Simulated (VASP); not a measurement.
# HgP in VASP: notebook

Runs on HgP. Level: PBEsol. Tasks: single point.

Program: VASP 6.6.1. These are calculated values, not measurements. Logs are shortened: lines on timing, memory, paths and dates and some standing lists are left out, and cuts for length are marked.

## (1) The cell of the first run

The structure is trigonal, space group P3m1 (No. 156). The conventional cell has a = 3.676 Å, b = 3.676 Å, c = 6.855 Å, α = 90.00°, β = 90.00°, γ = 120.00°. Hg (site symmetry 3m) has 6 P at 2.73 Å and 2 Hg at 3.31 to 3.55 Å within 3.6 Å. Hg (site symmetry 3m) has 6 P at 2.65 to 2.80 Å and 1 Hg at 3.31 Å within 3.5 Å. P (site symmetry 3m) has 6 Hg at 2.73 to 2.80 Å within 3.6 Å. P (site symmetry 3m) has 6 Hg at 2.65 to 2.73 Å within 3.5 Å.

## (2) Single point, PBEsol (atom 2 (Hg) moved 0.12 Å along z)

The input, INCAR:

```
SYSTEM = HgP
PREC = Accurate
ENCUT = 520
EDIFF = 1E-7
ISMEAR = 0
SIGMA = 0.05
LREAL = .False.
LASPH = .True.
NELM = 100
ALGO = Normal
ISIF = 2
LWAVE = .False.
LCHARG = .False.
GGA = PS
NBANDS = 25
```

The input, KPOINTS:

```
Automatic mesh
0
Gamma
  10 10 6
  0 0 0
```

The input, POSCAR:

```
HgP
1.0
    3.6757958979      0.0000000000      0.0000000000
   -1.8378979490      3.1833326267      0.0000000000
    0.0000000000      0.0000000000      6.8554819369
Hg P
2 2
Direct
    0.0000000000      0.0000000000      0.0000000000
    0.0000000000      0.0000000000      0.5175042398
    0.3333333333      0.6666666667      0.2500000000
    0.6666666667      0.3333333333      0.7500000000
```

Potentials or basis: VASP PAW PBE potentials, release 64 (Hg, P).

Started as:

```console
$ cat potpaw_PBE.64/Hg/POTCAR potpaw_PBE.64/P/POTCAR > POTCAR
$ mpirun -np 1 vasp_std > vasp.out
```

OUTCAR:

```text
SYSTEM = HgP
   PREC = Accurate
   ENCUT = 520
   EDIFF = 1E-7
   ISMEAR = 0
   LREAL = .False.
   LASPH = .True.
   NELM = 100
   ISIF = 2
   GGA = PS

 ion  position               nearest neighbor table
   1  0.000  0.000  0.000-   3 2.73   4 2.73   4 2.73   3 2.73   4 2.73   3 2.73   2 3.31   2 3.55

   2  0.000  0.000  0.518-   4 2.65   4 2.65   4 2.65   3 2.80   3 2.80   3 2.80   1 3.31   1 3.55

   3  0.333  0.667  0.250-   1 2.73   1 2.73   1 2.73   2 2.80   2 2.80   2 2.80
   4  0.667  0.333  0.750-   2 2.65   2 2.65   2 2.65   1 2.73   1 2.73   1 2.73

  LATTYP: Found a hexagonal cell.
 ALAT       =     3.6757958979
 C/A-ratio  =     1.8650333499

  Lattice vectors:

 A1 = (   3.6757958979,   0.0000000000,   0.0000000000)
 A2 = (  -1.8378979490,   3.1833326267,   0.0000000000)
 A3 = (   0.0000000000,   0.0000000000,   6.8554819369)

Analysis of symmetry for initial positions (statically):
=====================================================================
 Subroutine PRICEL returns:
 Original cell was already a primitive cell.

 Routine SETGRP: Setting up the symmetry group for a
 hexagonal supercell.

 Subroutine GETGRP returns: Found  6 space group operations
 (whereof  6 operations were pure point group operations)
 out of a pool of 24 trial point group operations.

The static configuration has the point symmetry C_3v.

Analysis of symmetry for dynamics (positions and initial velocities):
=====================================================================
 Subroutine PRICEL returns:
 Original cell was already a primitive cell.

 Routine SETGRP: Setting up the symmetry group for a
 hexagonal supercell.

 Subroutine GETGRP returns: Found  6 space group operations
 (whereof  6 operations were pure point group operations)
 out of a pool of 24 trial point group operations.

The dynamic configuration has the point symmetry C_3v.

 Subroutine INISYM returns: Found  6 space group operations
 (whereof  6 operations are pure point group operations),
 and found     1 'primitive' translations

----------------------------------------------------------------------------------------

                                     Primitive cell

  volume of cell :      80.2179

  direct lattice vectors                    reciprocal lattice vectors
     3.675795898  0.000000000  0.000000000     0.272049925  0.157068098  0.000000000
    -1.837897949  3.183332627  0.000000000     0.000000000  0.314136195  0.000000000
     0.000000000  0.000000000  6.855481937     0.000000000  0.000000000  0.145868665

  length of vectors
     3.675795898  3.675795898  6.855481937     0.314136195  0.314136195  0.145868665

  position of ions in fractional coordinates (direct lattice)
     0.000000000  0.000000000  0.000000000
     0.000000000  0.000000000  0.517504240
     0.333333333  0.666666667  0.250000000
     0.666666667  0.333333333  0.750000000

  ion indices of the primitive-cell ions
   primitive index   ion index
                 1           1
                 2           2
                 3           3
                 4           4

----------------------------------------------------------------------------------------

 KPOINTS: Automatic mesh

Automatic generation of k-mesh.
 Grid dimensions read from file:
 generate k-points for:   10   10    6

 Generating k-lattice:

  Cartesian coordinates                     Fractional coordinates (reciprocal lattice)
     0.027204993  0.015706810  0.000000000     0.100000000  0.000000000  0.000000000
     0.000000000  0.031413620  0.000000000     0.000000000  0.100000000  0.000000000
     0.000000000  0.000000000  0.024311444     0.000000000  0.000000000  0.166666667

  Length of vectors
     0.031413620  0.031413620  0.024311444

  Shift w.r.t. Gamma in fractional coordinates (k-lattice)
     0.000000000  0.000000000  0.000000000

 Subroutine IBZKPT returns following result:
 ===========================================

 Found     72 irreducible k-points:

 Following reciprocal coordinates:
            Coordinates               Weight
  0.000000  0.000000  0.000000      1.000000
  0.100000  0.000000  0.000000      6.000000
  0.200000  0.000000  0.000000      6.000000
  0.300000  0.000000  0.000000      6.000000
  0.400000  0.000000  0.000000      6.000000
  0.500000  0.000000  0.000000      3.000000
[... 16 lines left out ...]
  0.000000  0.400000  0.166667      6.000000
  0.500000  0.000000  0.166667      6.000000
 [... further k-points ...]
   k-points           NKPTS =     72   k-points in BZ     NKDIM =     72   number of bands    NBANDS=     25
   number of dos      NEDOS =    301   number of ions     NIONS =      4
   total plane-waves  NPLWV =  42336
   dimension x,y,z NGX =    28 NGY =   28 NGZ =   54
   dimension x,y,z NGXF=    56 NGYF=   56 NGZF=  108
   ions per type =               2   2
   NGX,Y,Z   is equivalent  to a cutoff of  12.66, 12.66, 13.10 a.u.
   NGXF,Y,Z  is equivalent  to a cutoff of  25.33, 25.33, 26.19 a.u.
 SYSTEM =  HgP
   PREC   = accura    normal or accurate (medium, high low for compatibility)
   ISTART =      0    job   : 0-new  1-cont  2-samecut
   ICHARG =      2    charge: 1-file 2-atom 10-const
   ISPIN  =      1    spin polarized calculation?
   LNONCOLLINEAR =      F non collinear calculations
   LSORBIT =      F    spin-orbit coupling
   LASPH  =      T    aspherical Exc in radial PAW
   ENCUT  =  520.0 eV  38.22 Ry    6.18 a.u.   6.83  6.83 12.75*2*pi/ulx,y,z
   NELM   =    100;   NELMIN=  2; NELMDL= -5     # of ELM steps
   EDIFF  = 0.1E-06   stopping-criterion for ELM
   LREAL  =      F    real-space projection
   EDIFFG = 0.1E-05   stopping-criterion for IOM
   NSW    =      0    number of steps for IOM
   IBRION =     -1    ionic relax: 0-MD 1-quasi-New 2-CG
   NFREE  =      0    steps in history (QN), initial steepest desc. (CG)
   ISIF   =      2    stress and relaxation
   ISYM   =      2    0-nonsym 1-usesym 2-fastsym
   POTIM  = 0.5000    time-step for ionic-motion
   TEBEG  =    0.0;   TEEND  =   0.0 temperature during run
   PSTRESS=    0.0 pullay stress
   NELECT =      34.0000    total number of electrons
   NUPDOWN=      -1.0000    fix difference up-down
   EMIN   =  10.00;   EMAX   =-10.00  energy-range for DOS
   EFERMI =   0.00;   METHOD = LEGACY
   ISMEAR =     0;   SIGMA  =   0.05  broadening in eV -4-tet -1-fermi 0-gaus
   EFERMI_NEDOS =   21; number of points for ismear=-14 and -15
   IALGO  =     38    algorithm
   IMIX   =      4    mixing-type and parameters
     AMIX     =   0.40;   BMIX     =  1.00
     AMIX_MAG =   1.60;   BMIX_MAG =  1.00
  volume/ion in A,a.u.               =      20.05       135.33
  Fermi-wavevector in a.u.,A,eV,Ry     =   1.229733  2.323858 20.575304  1.512242
  Thomas-Fermi vector in A             =   2.364608
   LORBIT       =      0    0 simple, 1 ext, 2 COOP (PROOUT), +10 PAW based schemes
   GGA     = PS    functional components
   LHFCALC =     F    Hartree Fock is set to
   AEXX    =    0.0000 exact exchange contribution
   IVDW    =     0    specifies the selected vdW correction
   LEPSILON=     F    determine dielectric tensor
   LRPA    =     F    only Hartree local field effects (RPA)
 non-spin polarized calculation
 Gauss-broadening in eV      SIGMA  =   0.05
  energy-cutoff  :      520.00
  volume of cell :       80.22
 maximum number of plane-waves:      2180
   NGX = 13   NGY = 13   NGZ = 25

 number of electron      34.0000001 magnetization

 Free energy of the ion-electron system (eV)
  ---------------------------------------------------
  ext. energy  EPLUGINS =         0.00000000
  ---------------------------------------------------
  free energy    TOTEN  =       -10.59313129 eV

  energy without entropy =      -10.59110001  energy(sigma->0) =      -10.59211565

 E-fermi :   4.4315     XC(G=0): -10.9462

 val. band max:        4.4270732550   @ k =   0.2000   0.1000   0.0000
 cond. band min:       4.4613788892   @ k =   0.2000   0.1000   0.5000
 fundamental gap:      0.0343056342
 Fermi energy:         4.4315425710

 k-point     1 :       0.0000    0.0000    0.0000
  band No.  band energies     occupation
      1      -7.9750      2.00000
      2      -6.0527      2.00000
      3      -3.6106      2.00000
      4      -3.0679      2.00000
      5      -3.0136      2.00000
      6      -3.0136      2.00000
[... 17 lines left out ...]
     24      12.5054      0.00000
     25      13.2823      0.00000

 k-point     2 :       0.1000    0.0000    0.0000
  band No.  band energies     occupation
      1      -7.8460      2.00000
      2      -6.0614      2.00000
      3      -3.4740      2.00000
      4      -3.0487      2.00000
      5      -2.9974      2.00000
      6      -2.9115      2.00000
[... 17 lines left out ...]
     24      12.6450      0.00000
     25      12.6495      0.00000

 k-point     3 :       0.2000    0.0000    0.0000
  band No.  band energies     occupation
      1      -7.4751      2.00000
      2      -6.0755      2.00000
      3      -3.1680      2.00000
      4      -3.0114      2.00000
      5      -2.9831      2.00000
      6      -2.7462      2.00000
[... 17 lines left out ...]
     24      11.7970      0.00000
     25      12.1405      0.00000

 k-point     4 :       0.3000    0.0000    0.0000
  band No.  band energies     occupation
      1      -6.9375      2.00000
      2      -6.0440      2.00000
      3      -3.1746      2.00000
      4      -3.0096      2.00000
      5      -3.0078      2.00000
      6      -2.8443      2.00000
[... 17 lines left out ...]
     24      11.1678      0.00000
     25      12.4928      0.00000

 k-point     5 :       0.4000    0.0000    0.0000
  band No.  band energies     occupation
      1      -6.5148      2.00000
      2      -5.7826      2.00000
      3      -3.3997      2.00000
      4      -3.2272      2.00000
      5      -3.0507      2.00000
      6      -2.9449      2.00000
[... 17 lines left out ...]
     24      10.9814      0.00000
     25      12.7007      0.00000

 k-point     6 :       0.5000    0.0000    0.0000
  band No.  band energies     occupation
      1      -6.4236      2.00000
      2      -5.4654      2.00000
      3      -3.7021      2.00000
      4      -3.3063      2.00000
      5      -3.0689      2.00000
      6      -2.9591      2.00000
[... 17 lines left out ...]
     24      11.0641      0.00000
     25      12.5893      0.00000
[... 393 lines left out ...]
 k-point    21 :       0.0000    0.3000    0.1667
  band No.  band energies     occupation
      1      -6.8895      2.00000
      2      -6.0927      2.00000
      3      -3.2166      2.00000
      4      -2.9742      2.00000
      5      -2.9535      2.00000
      6      -2.8393      2.00000
[... 17 lines left out ...]
     24      11.2733      0.00000
     25      12.7142      0.00000

 k-point    22 :       0.4000    0.0000    0.1667
  band No.  band energies     occupation
      1      -6.4800      2.00000
      2      -5.8206      2.00000
      3      -3.4343      2.00000
      4      -3.0777      2.00000
      5      -3.0123      2.00000
      6      -2.9265      2.00000
[... 17 lines left out ...]
     24      11.0412      0.00000
     25      13.0595      0.00000

 k-point    23 :       0.0000    0.4000    0.1667
  band No.  band energies     occupation
      1      -6.4803      2.00000
      2      -5.8202      2.00000
      3      -3.4356      2.00000
      4      -3.0732      2.00000
      5      -3.0125      2.00000
      6      -2.9250      2.00000
[... 17 lines left out ...]
     24      11.0210      0.00000
     25      13.0759      0.00000

 k-point    24 :       0.5000    0.0000    0.1667
  band No.  band energies     occupation
      1      -6.3844      2.00000
      2      -5.5475      2.00000
      3      -3.6179      2.00000
      4      -3.1894      2.00000
      5      -3.0296      2.00000
      6      -2.9350      2.00000
[... 17 lines left out ...]
     24      11.0409      0.00000
     25      13.0684      0.00000

 [... further k-points ...]

------------------------ aborting loop because EDIFF is reached ----------------------------------------

  FORCE on cell =-STRESS in cart. coord.  units (eV):
  Direction    XX          YY          ZZ          XY          YZ          ZX
  --------------------------------------------------------------------------------------
  -------------------------------------------------------------------------------------
  Total        0.4607267      0.4607267      0.4373967     -0.0000000      0.0000000      0.0000000
  in kB        9.2020063      9.2020063      8.7360419     -0.0000000      0.0000000      0.0000000
  external PRESSURE =       9.0466848 kB  Pullay stress =       0.0000000 kB

 VOLUME and BASIS-vectors are now :
 -----------------------------------------------------------------------------
  energy-cutoff  :      520.00
  volume of cell :       80.22
      direct lattice vectors                 reciprocal lattice vectors
     3.675795898  0.000000000  0.000000000     0.272049925  0.157068098  0.000000000
    -1.837897949  3.183332627  0.000000000     0.000000000  0.314136195  0.000000000
     0.000000000  0.000000000  6.855481937     0.000000000  0.000000000  0.145868665

 POSITION                                       TOTAL-FORCE (eV/Angst)
 -----------------------------------------------------------------------------------
      0.00000      0.00000      0.00000         0.000000     -0.000000      0.294878
      0.00000      0.00000      3.54774         0.000000     -0.000000     -0.697981
     -0.00000      2.12222      1.71387        -0.000000      0.000000      0.163431
      1.83790      1.06111      5.14161        -0.000000     -0.000000      0.239673
 -----------------------------------------------------------------------------------
    total drift:                               -0.000000     -0.000000     -0.000058

  FREE ENERGIE OF THE ION-ELECTRON SYSTEM (eV)
  ---------------------------------------------------
  free  energy   TOTEN  =       -10.5931312864 eV

  energy  without entropy=      -10.5911000070  energy(sigma->0) =      -10.59211565
```

Wall time 2.3 min (1 thread of Oxide Virtual Turin-like, shared host); peak memory 0.24 GiB.

What came out:

```
Free energy            : -10.5931 eV
Pressure               : 0.9 GPa
Largest force          : 0.698 eV/Å
Band gap on the k mesh : zero (band 17 reaches 5.99 eV, above the bottom of band 18 at 3.21 eV)
```

Forces on the atoms (eV/Å):
```
Hg   0.000  0.000  0.295
Hg   0.000  0.000 -0.698
P    0.000  0.000  0.163
P    0.000  0.000  0.240
```

Levels at points of the mesh, in eV from the Fermi level:
| k point | band 15 | band 16 | band 17 | band 18 | band 19 | band 20 |
| --- | --- | --- | --- | --- | --- | --- |
| (0.00, 0.00, 0.00) | 0.35 | 0.35 | 0.70 | 1.78 | 1.78 | 4.14 |
| (0.50, 0.00, 0.00) | -3.36 | -2.63 | -1.45 | 1.46 | 2.57 | 3.31 |
| (0.00, 0.00, 0.50) | 1.04 | 1.04 | 1.10 | 1.10 | 3.86 | 4.09 |
| (0.50, 0.00, 0.50) | -0.64 | -0.43 | -0.33 | -0.18 | 0.46 | 0.51 |

Caveat: the cell differs from its parent crystal (atom 2 (Hg) moved 0.12 Å along z); the PAW data sets were made with another functional, which shifts forces and pressure a little; spin-orbit coupling is left out, which moves the levels of the heavy elements.

## (3) Single point, PBEsol (volume scaled by 0.960)

The input, INCAR:

```
ALGO = Normal
EDIFF = 1E-7
ENCUT = 520
GGA = PS
ISIF = 2
ISMEAR = 0
LASPH = True
LCHARG = False
LREAL = False
LWAVE = False
NBANDS = 25
NELM = 60
PREC = Accurate
SIGMA = 0.05
```

The input, KPOINTS:

```
k-points
0
Gamma
  10 10 6
```

The input, POSCAR:

```
HgP
1.0
    3.6080160989      0.0000000000      0.0000000000
   -1.8040080494      3.1246335989      0.0000000000
    0.0000000000      0.0000000000      6.8308550239
Hg P
2 2
Direct
    0.0000000000      0.0000000000      0.0000000000
    0.0000000000      0.0000000000      0.5000000000
    0.3333333333      0.6666666667      0.2500000000
    0.6666666667      0.3333333333      0.7500000000
```

Potentials or basis: VASP PAW PBE potentials, release 64 (Hg, P).

Started as:

```console
$ cat potpaw_PBE.64/Hg/POTCAR potpaw_PBE.64/P/POTCAR > POTCAR
$ mpirun -np 1 vasp_std > vasp.out
```

It took 98 s on 1 thread of Oxide Virtual Turin-like, shared host; peak memory 0.22 GiB.

Results (log left out):

```yaml
Free_energy: -10.5855 eV
Pressure: 4.4 GPa
Band_gap_on_the_k_mesh: zero (band 17 reaches 6.63 eV, above the bottom of band 18 at 3.55 eV)
```

Stress tensor (GPa, compression positive):
```
4.36 0.00 0.00
0.00 4.36 0.00
0.00 0.00 4.55
```

Levels at points of the mesh, in eV from the Fermi level:
```tsv
k point	band 13	band 14	band 15	band 16	band 17	band 18	band 19	band 20	band 21	band 22
(0.00, 0.00, 0.00)	-5.71	-1.19	0.41	0.41	0.94	1.93	1.93	4.32	6.53	6.53
(0.50, 0.00, 0.00)	-4.54	-3.76	-3.60	-2.71	-1.48	1.58	2.76	3.49	3.52	5.21
(0.00, 0.00, 0.50)	-4.38	-4.38	1.18	1.18	1.18	1.18	4.30	4.30	6.19	6.19
(0.50, 0.00, 0.50)	-5.14	-5.14	-0.51	-0.51	-0.23	-0.23	0.39	0.39	5.28	5.28
```

Caveat: the PAW data sets were made with another functional, which shifts forces and pressure a little; spin-orbit coupling is left out, which moves the levels of the heavy elements.

(Continued in part 2 of 2.)
